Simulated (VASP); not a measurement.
# Ti (I4/mmm) in VASP: notebook, part 2 of 2

VASP 6.6.1. The steps go on from the part before.

## (4) Single point, LDA

This run uses another cell than the first one, of the same volume but with other edges.

Input file INCAR:

```
SYSTEM = Ti
  PREC = Accurate
  ENCUT = 520
  EDIFF = 1E-7
  ISMEAR = 0
  SIGMA = 0.15
  LREAL = .False.
  LASPH = .True.
  NELM = 100
  ALGO = Fast
  ISIF = 2
  LWAVE = .False.
  LCHARG = .True.
  GGA = CA
  LELF = .True.
  LVHAR = .True.
  NBANDS = 12
```

Input file KPOINTS:

```
regular mesh
0
Gamma
  22 22 22
  0 0 0
```

Input file POSCAR:

```
Ti
1.0
    0.0000000000      1.8600084640      2.4180110031
    1.8600084640      0.0000000000      2.4180110031
    1.8600084640      1.8600084640      0.0000000000
Ti
1
Direct
    0.0000000000      0.0000000000      0.0000000000
```

Potentials or basis: VASP PAW LDA potentials, release 64 (Ti_sv).

On the command line:

```sh
$ cat potpaw_LDA.64/Ti_sv/POTCAR > POTCAR
$ mpirun -np 1 vasp_std > vasp.out
```

OUTCAR:

```text
SYSTEM = Ti
   PREC = Accurate
   ENCUT = 520
   EDIFF = 1E-7
   ISMEAR = 0
   LREAL = .False.
   LASPH = .True.
   NELM = 100
   ISIF = 2
   GGA = CA

 ion  position               nearest neighbor table
   1  0.000  0.000  0.000-

  LATTYP: Found a body centered tetragonal cell.
 ALAT       =     2.6304491959
 C/A-ratio  =     1.8384776310

  Lattice vectors:

 A1 = (  -1.8600084640,   0.0000000000,   2.4180110031)
 A2 = (   1.8600084640,   0.0000000000,   2.4180110031)
 A3 = (   0.0000000000,   1.8600084640,  -2.4180110031)

Analysis of symmetry for initial positions (statically):
=====================================================================
 Subroutine PRICEL returns:
 Original cell was already a primitive cell.

 Routine SETGRP: Setting up the symmetry group for a
 body centered tetragonal supercell.

 Subroutine GETGRP returns: Found 16 space group operations
 (whereof 16 operations were pure point group operations)
 out of a pool of 16 trial point group operations.

The static configuration has the point symmetry D_4h.

Analysis of symmetry for dynamics (positions and initial velocities):
=====================================================================
 Subroutine PRICEL returns:
 Original cell was already a primitive cell.

 Routine SETGRP: Setting up the symmetry group for a
 body centered tetragonal supercell.

 Subroutine GETGRP returns: Found 16 space group operations
 (whereof 16 operations were pure point group operations)
 out of a pool of 16 trial point group operations.

The dynamic configuration has the point symmetry D_4h.

 Subroutine INISYM returns: Found 16 space group operations
 (whereof 16 operations are pure point group operations),
 and found     1 'primitive' translations

----------------------------------------------------------------------------------------

                                     Primitive cell

  volume of cell :      16.7309

  direct lattice vectors                    reciprocal lattice vectors
     0.000000000  1.860008464  2.418011003    -0.268815981  0.268815981  0.206781524
     1.860008464  0.000000000  2.418011003     0.268815981 -0.268815981  0.206781524
     1.860008464  1.860008464  0.000000000     0.268815981  0.268815981 -0.206781524

  length of vectors
     3.050640703  3.050640703  2.630449196     0.432761669  0.432761669  0.432761669

  position of ions in fractional coordinates (direct lattice)
     0.000000000  0.000000000  0.000000000

  ion indices of the primitive-cell ions
   primitive index   ion index
                 1           1

----------------------------------------------------------------------------------------

 KPOINTS: regular mesh

Automatic generation of k-mesh.
 Grid dimensions read from file:
 generate k-points for:   22   22   22

 Generating k-lattice:

  Cartesian coordinates                     Fractional coordinates (reciprocal lattice)
    -0.012218908  0.012218908  0.009399160     0.045454545  0.000000000  0.000000000
     0.012218908 -0.012218908  0.009399160     0.000000000  0.045454545  0.000000000
     0.012218908  0.012218908 -0.009399160    -0.000000000 -0.000000000  0.045454545

  Length of vectors
     0.019670985  0.019670985  0.019670985

  Shift w.r.t. Gamma in fractional coordinates (k-lattice)
     0.000000000  0.000000000  0.000000000

 Subroutine IBZKPT returns following result:
 ===========================================

 Found    834 irreducible k-points:

 Following reciprocal coordinates:
            Coordinates               Weight
  0.000000  0.000000  0.000000      1.000000
  0.045455  0.000000  0.000000      8.000000
  0.090909  0.000000  0.000000      8.000000
  0.136364  0.000000  0.000000      8.000000
  0.181818  0.000000  0.000000      8.000000
  0.227273 -0.000000  0.000000      8.000000
[... 16 lines left out ...]
  0.500000  0.045455  0.000000      8.000000
 -0.454545  0.045455  0.000000      8.000000
 [... further k-points ...]
   k-points           NKPTS =    834   k-points in BZ     NKDIM =    834   number of bands    NBANDS=     12
   number of dos      NEDOS =    301   number of ions     NIONS =      1
   total plane-waves  NPLWV =  11520
   dimension x,y,z NGX =    24 NGY =   24 NGZ =   20
   dimension x,y,z NGXF=    48 NGYF=   48 NGZF=   40
   ions per type =               1
   NGX,Y,Z   is equivalent  to a cutoff of  13.08, 13.08, 12.64 a.u.
   NGXF,Y,Z  is equivalent  to a cutoff of  26.16, 26.16, 25.28 a.u.
 SYSTEM =  Ti
   PREC   = accura    normal or accurate (medium, high low for compatibility)
   ISTART =      0    job   : 0-new  1-cont  2-samecut
   ICHARG =      2    charge: 1-file 2-atom 10-const
   ISPIN  =      1    spin polarized calculation?
   LNONCOLLINEAR =      F non collinear calculations
   LSORBIT =      F    spin-orbit coupling
   LASPH  =      T    aspherical Exc in radial PAW
   ENCUT  =  520.0 eV  38.22 Ry    6.18 a.u.   5.67  5.67  4.89*2*pi/ulx,y,z
   NELM   =    100;   NELMIN=  2; NELMDL= -5     # of ELM steps
   EDIFF  = 0.1E-06   stopping-criterion for ELM
   LREAL  =      F    real-space projection
   EDIFFG = 0.1E-05   stopping-criterion for IOM
   NSW    =      0    number of steps for IOM
   IBRION =     -1    ionic relax: 0-MD 1-quasi-New 2-CG
   NFREE  =      0    steps in history (QN), initial steepest desc. (CG)
   ISIF   =      2    stress and relaxation
   ISYM   =      2    0-nonsym 1-usesym 2-fastsym
   POTIM  = 0.5000    time-step for ionic-motion
   TEBEG  =    0.0;   TEEND  =   0.0 temperature during run
   PSTRESS=    0.0 pullay stress
   NELECT =      12.0000    total number of electrons
   NUPDOWN=      -1.0000    fix difference up-down
   EMIN   =  10.00;   EMAX   =-10.00  energy-range for DOS
   EFERMI =   0.00;   METHOD = LEGACY
   ISMEAR =     0;   SIGMA  =   0.15  broadening in eV -4-tet -1-fermi 0-gaus
   EFERMI_NEDOS =   21; number of points for ismear=-14 and -15
   IALGO  =     68    algorithm
   IMIX   =      4    mixing-type and parameters
     AMIX     =   0.40;   BMIX     =  1.00
     AMIX_MAG =   1.60;   BMIX_MAG =  1.00
  volume/ion in A,a.u.               =      16.73       112.91
  Fermi-wavevector in a.u.,A,eV,Ry     =   1.465421  2.769245 29.217967  2.147460
  Thomas-Fermi vector in A             =   2.581280
   LORBIT       =      0    0 simple, 1 ext, 2 COOP (PROOUT), +10 PAW based schemes
   GGA     = CA    functional components
   LHFCALC =     F    Hartree Fock is set to
   AEXX    =    0.0000 exact exchange contribution
   IVDW    =     0    specifies the selected vdW correction
   LEPSILON=     F    determine dielectric tensor
   LRPA    =     F    only Hartree local field effects (RPA)
 non-spin polarized calculation
 RMM-DIIS sequential band-by-band and
 Gauss-broadening in eV      SIGMA  =   0.15
  energy-cutoff  :      520.00
  volume of cell :       16.73
 maximum number of plane-waves:       462
   NGX = 11   NGY = 11   NGZ =  9

 number of electron      11.9999998 magnetization

 Free energy of the ion-electron system (eV)
  ---------------------------------------------------
  ext. energy  EPLUGINS =         0.00000000
  ---------------------------------------------------
  free energy    TOTEN  =        -8.43388452 eV

  energy without entropy =       -8.41109686  energy(sigma->0) =       -8.42249069

 E-fermi :   8.2123     XC(G=0): -11.9483

 val. band max:        8.2121739774   @ k =  -0.2273   0.0909   0.2273
 cond. band min:       8.2131926709   @ k =   0.3636   0.0909   0.0455
 fundamental gap:      0.0010186934
 Fermi energy:         8.2123438247

 k-point     1 :       0.0000    0.0000    0.0000
  band No.  band energies     occupation
      1     -47.5956      2.00000
      2     -23.8397      2.00000
      3     -23.6751      2.00000
      4     -23.6751      2.00000
      5       2.3246      2.00000
      6       7.8588      1.99914
      7       9.2121      0.00000
      8      10.3008      0.00000
      9      10.3008      0.00000
     10      12.0881      0.00000
     11      24.6206      0.00000
     12      24.9797      0.00000
[... 331 lines left out ...]
 k-point    24 :      -0.4545    0.0455    0.0000
  band No.  band energies     occupation
      1     -47.4140      2.00000
      2     -24.6536      2.00000
      3     -23.9630      2.00000
      4     -23.6438      2.00000
      5       5.8097      2.00000
      6       8.1455      1.47169
      7       9.2831      0.00000
      8      10.2041      0.00000
      9      11.8309      0.00000
     10      12.3851      0.00000
     11      17.3150      0.00000
     12      21.3054      0.00000

 [... further k-points ...]

------------------------ aborting loop because EDIFF is reached ----------------------------------------

  FORCE on cell =-STRESS in cart. coord.  units (eV):
  Direction    XX          YY          ZZ          XY          YZ          ZX
  --------------------------------------------------------------------------------------
  -------------------------------------------------------------------------------------
  Total       -0.3921309     -0.3921309     -1.1764306      0.0000000     -0.0000000      0.0000000
  in kB      -37.5511789    -37.5511789   -112.6571595      0.0000000     -0.0000000      0.0000000
  external PRESSURE =     -62.5865058 kB  Pullay stress =       0.0000000 kB

 VOLUME and BASIS-vectors are now :
 -----------------------------------------------------------------------------
  energy-cutoff  :      520.00
  volume of cell :       16.73
      direct lattice vectors                 reciprocal lattice vectors
     0.000000000  1.860008464  2.418011003    -0.268815981  0.268815981  0.206781524
     1.860008464  0.000000000  2.418011003     0.268815981 -0.268815981  0.206781524
     1.860008464  1.860008464  0.000000000     0.268815981  0.268815981 -0.206781524

 POSITION                                       TOTAL-FORCE (eV/Angst)
 -----------------------------------------------------------------------------------
      0.00000      0.00000      0.00000        -0.000000     -0.000000      0.000000
 -----------------------------------------------------------------------------------
    total drift:                                0.000000      0.000000      0.000000

  FREE ENERGIE OF THE ION-ELECTRON SYSTEM (eV)
  ---------------------------------------------------
  free  energy   TOTEN  =        -8.4338845231 eV

  energy  without entropy=       -8.4110968600  energy(sigma->0) =       -8.42249069
```

stdout:

```text
POSCAR found type information on POSCAR Ti
 POSCAR found :  1 types and       1 ions
 scaLAPACK will be used
 LDA part: xc-table for (Slater(with rela. corr.)+CA(PZ))
 , standard interpolation
 POSCAR, INCAR and KPOINTS ok, starting setup
 FFT: planning ... GRIDC
 FFT: planning ... GRID_SOFT
 FFT: planning ... GRID
 WAVECAR not read
 entering main loop
WARNING in EDDRMM: call to ZHEGV failed, returncode =   6  3     12
WARNING in EDDRMM: call to ZHEGV failed, returncode =   6  3     12
WARNING in EDDRMM: call to ZHEGV failed, returncode =   6  3      6
WARNING in EDDRMM: call to ZHEGV failed, returncode =   8  4     12
WARNING in EDDRMM: call to ZHEGV failed, returncode =   8  4      7
WARNING in EDDRMM: call to ZHEGV failed, returncode =   6  3      8
WARNING in EDDRMM: call to ZHEGV failed, returncode =   6  3     10
WARNING in EDDRMM: call to ZHEGV failed, returncode =   6  3      9
WARNING in EDDRMM: call to ZHEGV failed, returncode =   8  4     10
WARNING in EDDRMM: call to ZHEGV failed, returncode =   8  4      6
[... 23 lines left out ...]
WARNING in EDDRMM: call to ZHEGV failed, returncode =   8  4      7
WARNING in EDDRMM: call to ZHEGV failed, returncode =   6  3      8
WARNING in EDDRMM: call to ZHEGV failed, returncode =   6  3      5
WARNING in EDDRMM: call to ZHEGV failed, returncode =   6  3     10
WARNING in EDDRMM: call to ZHEGV failed, returncode =   8  4      5
WARNING in EDDRMM: call to ZHEGV failed, returncode =   8  4      8
WARNING in EDDRMM: call to ZHEGV failed, returncode =   6  3     12
WARNING in EDDRMM: call to ZHEGV failed, returncode =   8  4      5
WARNING in EDDRMM: call to ZHEGV failed, returncode =   6  3      8
WARNING in EDDRMM: call to ZHEGV failed, returncode =   6  3      8
```

It took 3 min on 1 thread of Intel Xeon 6975P-C, shared host; peak memory 0.27 GiB.

What came out:

| Property | Result |
| --- | --- |
| Free energy | -8.4339 eV |
| Pressure | -6.3 GPa |
| Band gap on the k mesh | zero (band 6 reaches 8.98 eV, above the bottom of band 7 at 7.68 eV) |

## (5) Single point, LDA

This run uses another cell than the first one, of the same volume but with other edges.

Input file INCAR:

```
SYSTEM = Ti
ALGO = Fast
EDIFF = 1E-6
ENCUT = 520
ISIF = 2
ISMEAR = 0
LASPH = .TRUE.
LCHARG = .FALSE.
LREAL = .FALSE.
LWAVE = .FALSE.
NBANDS = 12
NELM = 100
PREC = Accurate
SIGMA = 0.15
```

Input file KPOINTS:

```
k-points
0
G
  22 22 22
  0 0 0
```

Input file POSCAR:

```
Ti
1.0
    0.0000000000      2.0872129571      1.9202359205
    2.0872129571      0.0000000000      1.9202359205
    2.0872129571      2.0872129571      0.0000000000
Ti
1
Direct
    0.0000000000      0.0000000000      0.0000000000
```

Potentials or basis: VASP PAW LDA potentials, release 64 (Ti_sv).

On the command line:

```sh
$ cat potpaw_LDA.64/Ti_sv/POTCAR > POTCAR
$ mpirun -np 1 vasp_std > vasp.out
```

OUTCAR:

```text
SYSTEM = Ti
   EDIFF = 1E-6
   ENCUT = 520
   ISIF = 2
   ISMEAR = 0
   LASPH = .TRUE.
   LREAL = .FALSE.
   NELM = 100
   PREC = Accurate

 ion  position               nearest neighbor table
   1  0.000  0.000  0.000-

  LATTYP: Found a body centered tetragonal cell.
 ALAT       =     2.9517648715
 C/A-ratio  =     1.3010764774

  Lattice vectors:

 A1 = (   0.0000000000,  -2.0872129571,  -1.9202359205)
 A2 = (   0.0000000000,   2.0872129571,  -1.9202359205)
 A3 = (   2.0872129571,   0.0000000000,   1.9202359205)

[... 540 lines left out ...]

 [... further k-points ...]

------------------------ aborting loop because EDIFF is reached ----------------------------------------

  FORCE on cell =-STRESS in cart. coord.  units (eV):
  Direction    XX          YY          ZZ          XY          YZ          ZX
  --------------------------------------------------------------------------------------
  -------------------------------------------------------------------------------------
  Total       -0.6138075     -0.6138075     -0.3610742      0.0000000     -0.0000000     -0.0000000
  in kB      -58.7793300    -58.7793300    -34.5771249      0.0000000     -0.0000000     -0.0000000
  external PRESSURE =     -50.7119283 kB  Pullay stress =       0.0000000 kB

 VOLUME and BASIS-vectors are now :
 -----------------------------------------------------------------------------
  energy-cutoff  :      520.00
  volume of cell :       16.73
      direct lattice vectors                 reciprocal lattice vectors
     0.000000000  2.087212957  1.920235920    -0.239553898  0.239553898  0.260384672
     2.087212957  0.000000000  1.920235920     0.239553898 -0.239553898  0.260384672
     2.087212957  2.087212957  0.000000000     0.239553898  0.239553898 -0.260384672

 POSITION                                       TOTAL-FORCE (eV/Angst)
 -----------------------------------------------------------------------------------
      0.00000      0.00000      0.00000         0.000000      0.000000      0.000000
 -----------------------------------------------------------------------------------
    total drift:                               -0.000000      0.000000      0.000000

  FREE ENERGIE OF THE ION-ELECTRON SYSTEM (eV)
  ---------------------------------------------------
  free  energy   TOTEN  =        -8.4893186260 eV

  energy  without entropy=       -8.4681985821  energy(sigma->0) =       -8.47875860
```

OSZICAR:

```text
N       E                     dE             d eps       ncg     rms          rms(c)
DAV:   1     0.856824597314E+02    0.85682E+02   -0.65657E+03 20072   0.120E+03
DAV:   2    -0.524453817432E+01   -0.90927E+02   -0.88449E+02 20340   0.296E+02
DAV:   3    -0.939647984389E+01   -0.41519E+01   -0.41048E+01 27700   0.644E+01
[... 12 lines left out ...]
RMM:  16    -0.848931087801E+01   -0.80917E-05   -0.72702E-05 27739   0.523E-02    0.122E-02
RMM:  17    -0.848931446777E+01   -0.35898E-05   -0.33850E-05 24925   0.361E-02    0.939E-03
RMM:  18    -0.848931676057E+01   -0.22928E-05   -0.22770E-05 23891   0.322E-02    0.138E-03
RMM:  19    -0.848931796449E+01   -0.12039E-05   -0.11784E-05 20184   0.188E-02    0.562E-04
RMM:  20    -0.848931862603E+01   -0.66155E-06   -0.65007E-06 18449   0.127E-02
   1 F= -.84893186E+01 E0= -.84787586E+01  d E =-.211200E-01
```

Wall time 2.5 min (1 thread of Intel Xeon 6975P-C, shared host); peak memory 0.27 GiB.

Results:

```
Free energy            : -8.4893 eV
Pressure               : -5.1 GPa
Band gap on the k mesh : zero (band 6 reaches 9.23 eV, above the bottom of band 7 at 7.76 eV)
```

## (6) Single point, LDA

This run uses another cell than the first one, of the same volume but with other edges.

Input file INCAR:

```
PREC     = Accurate       # precision mode
ENCUT    = 520            # plane-wave cutoff, eV
EDIFF    = 1E-6           # SCF threshold, eV
ISMEAR   = 0              # smearing method
SIGMA    = 0.15           # smearing width, eV
LREAL    = False          # projectors in reciprocal space
LASPH    = True           # aspherical terms in the spheres
NELM     = 60             # most SCF steps
ALGO     = Fast           # electronic algorithm
ISIF     = 2              # what is computed and relaxed
LWAVE    = False          # write WAVECAR
LCHARG   = False          # write CHGCAR
GGA      = CA             # functional
NBANDS   = 12             # bands
```

Input file KPOINTS:

```
regular mesh
0
Gamma
  22 22 22
```

Input file POSCAR:

```
Ti
1.0
    0.0000000000      1.9665204915      2.1631725406
    1.9665204915      0.0000000000      2.1631725406
    1.9665204915      1.9665204915      0.0000000000
Ti
1
Direct
    0.0000000000      0.0000000000      0.0000000000
```

Potentials or basis: VASP PAW LDA potentials, release 64 (Ti_sv).

On the command line:

```sh
$ cat potpaw_LDA.64/Ti_sv/POTCAR > POTCAR
$ mpirun -np 1 vasp_std > vasp.out
```

Run time: 2.5 min. Hardware: 1 thread of Intel Xeon 6975P-C, shared host; peak memory 0.27 GiB.

It converged, with:

* Free energy: -8.4877 eV
* Pressure: -5.1 GPa
* Band gap on the k mesh: zero (band 6 reaches 8.98 eV, above the bottom of band 7 at 7.76 eV)

Stress tensor (GPa, compression positive):
```
-4.27  0.00  0.00
 0.00 -4.27  0.00
 0.00  0.00 -6.75
```

Levels at points of the mesh, in eV from the Fermi level:
```tsv
k point	band 2	band 3	band 4	band 5	band 6	band 7	band 8	band 9	band 10	band 11
(0.00, 0.00, 0.00)	-32.13	-32.10	-32.10	-6.07	0.37	1.21	1.21	2.05	3.03	15.73
(0.50, 0.00, 0.00)	-32.90	-32.26	-32.15	-2.63	0.36	0.89	1.19	3.59	3.89	8.65
(0.50, 0.50, 0.00)	-32.82	-32.30	-32.30	-2.71	-1.68	2.01	3.78	4.01	4.01	9.90
(0.50, 0.00, 0.50)	-32.85	-32.50	-32.35	-2.67	-1.80	3.63	3.71	3.75	4.38	11.35
```

## (7) Overview

| cell | further INCAR settings | gap on the mesh (eV) | pressure (GPa) |
| --- | --- | --- | --- |
| a = 3.132, b = 3.132, c = 2.558 Å, angles 65.9, 65.9, 48.2°, 1 atom | ALGO = Fast; EDIFF = 1e-06; NBANDS = 12 | none | -6.6 |
| a = 2.813, b = 2.813, c = 3.031 Å, angles 57.4, 57.4, 65.2°, 1 atom | ALGO = Fast; EDIFF = 1e-06; NBANDS = 12 | none | -5.3 |
| a = 3.051, b = 3.051, c = 2.630 Å, angles 64.5, 64.5, 51.1°, 1 atom | ALGO = Fast; EDIFF = 1e-07; NBANDS = 12 | none | -6.3 |
| a = 2.836, b = 2.836, c = 2.952 Å, angles 58.6, 58.6, 62.7°, 1 atom | ALGO = Fast; EDIFF = 1e-06; NBANDS = 12 | none | -5.1 |
| a = 2.923, b = 2.923, c = 2.781 Å, angles 61.6, 61.6, 56.8°, 1 atom | ALGO = Fast; EDIFF = 1e-06; NBANDS = 12 | none | -5.1 |

Alike in all rows: task single point; level LDA; potentials or basis VASP PAW LDA potentials, release 64 (Ti_sv); no spin polarisation; k mesh 22 × 22 × 22; cutoff (eV) 520; smearing gaussian 0.15 eV.

Total energies depend on the potentials used, so only differences within one code and one set of settings carry meaning.
